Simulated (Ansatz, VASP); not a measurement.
**CaAlO4 in VASP and in Ansatz**

```
Ca Al O
1.0
     0.00000    3.22348    3.22348
     3.22348    0.00000    3.22348
     3.22348    3.22348    0.00000
Ca Al O
1 1 4
Direct
  0.75000 0.75000 0.75000
  0.00000 0.00000 0.00000
  0.37242 0.37242 0.88274
  0.88274 0.37242 0.37242
  0.37242 0.37242 0.37242
  0.37242 0.88274 0.37242
```

Change from the starting cell: species swapped into the SmInCu4 type (F-43m, No. 216).

Alike in both runs: functional PBE; k mesh 10 × 10 × 10; occupations gaussian, width 0.1 eV; collinear spin.

Ansatz relaxed the structure, and its values are those at the end. VASP's run is a single point on that final structure, the one shown.

|  | VASP | Ansatz |
| --- | --- | --- |
| version | VASP 6.6.1 | Ansatz 0.2.0 |
| potentials or method | VASP PAW PBE potentials, release 64 (Ca_sv, Al, O), cutoff 520 eV | scalar-relativistic, plane waves, PAW |
| valence electrons in the cell | 37 | 37 |

|  | VASP | Ansatz | Ansatz less VASP |
| --- | --- | --- | --- |
| gap on the k mesh at the Fermi level (eV) | none | none | - |
| pressure (GPa) | 0.0 | 0.0 | -0.04 |
| rms of the force components (eV/Å) | 0.004 | 0.001 | -0.0031 |
| net moment per atom (μB) | 0.00 | 0.00 | 0.000 |

A gap of «none» marks a metal or a gap that the smearing closes. The functional is the same, so the differences come from potentials, cutoffs and numerics. Ansatz's warnings: seeded moment not kept.
